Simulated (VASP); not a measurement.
Write the native input for VASP 6.6.1 that does the following.

```yaml
Task: single point
Functional: PBE
Potentials_or_basis: VASP PAW PBE potentials, release 64 (Al, Ni, Pd)
Cutoff: 520 eV
k_mesh: 4 × 4 × 4
Occupations: gaussian, width 0.1 eV
Spin: no spin polarisation
Dipole_correction: no
Further_INCAR_settings: ALGO = Fast; EDIFF = 1e-06; NBANDS = 36
```

The structure of Al4Ni3Pd lies in POSCAR:

```
Al4Ni3Pd
1.0
   -2.9468547000      2.9468547000      2.9468547000
    2.9468547000     -2.9468547000      2.9468547000
    2.9468547000      2.9468547000     -2.9468547000
Al Ni Pd
4 3 1
Direct
    0.5000000000      0.0000000000      0.0000000000
    0.0000000000      0.0000000000      0.5000000000
    0.5000000000      0.5000000000      0.5000000000
    0.0000000000      0.5000000000      0.0000000000
    0.0000000000      0.5000000000      0.5000000000
    0.5000000000      0.5000000000      0.0000000000
    0.5000000000      0.0000000000      0.5000000000
    0.0000000000      0.0000000000      0.0000000000
```

One way to write it, as run:

INCAR

```
PREC     = Accurate       # precision mode
ENCUT    = 520            # plane-wave cutoff, eV
EDIFF    = 1E-6           # SCF threshold, eV
ISMEAR   = 0              # smearing method
SIGMA    = 0.1            # smearing width, eV
LREAL    = F              # projectors in reciprocal space
LASPH    = T              # aspherical terms in the spheres
NELM     = 60             # most SCF steps
ALGO     = Fast           # electronic algorithm
ISIF     = 2              # what is computed and relaxed
LWAVE    = F              # write WAVECAR
LCHARG   = F              # write CHGCAR
GGA      = PE             # functional
NBANDS   = 36             # bands
```

KPOINTS

```
Automatic mesh
0
Gamma
  4 4 4
```

Potentials or basis: VASP PAW PBE potentials, release 64 (Al, Ni, Pd).

The run is started by

```sh
$ cat potpaw_PBE.64/Al/POTCAR potpaw_PBE.64/Ni/POTCAR potpaw_PBE.64/Pd/POTCAR > POTCAR
$ mpirun -np 1 vasp_std > vasp.out
```

It gave:

| Item | Value |
| --- | --- |
| Pressure | 0.3 GPa |
| Band gap on the k mesh | zero (bands 26 and 27 overlap by 2.99 eV) |

Caveat: the k points lie up to 0.38 Å⁻¹ apart, too coarse for converged energies and pressures of a metal.

It took 51 s on 1 thread of Intel(R) Xeon(R) Platinum 8259CL CPU @ 2.50GHz (Skylake/Cascade Lake), with other jobs on the host, peak memory 0.24 GiB.
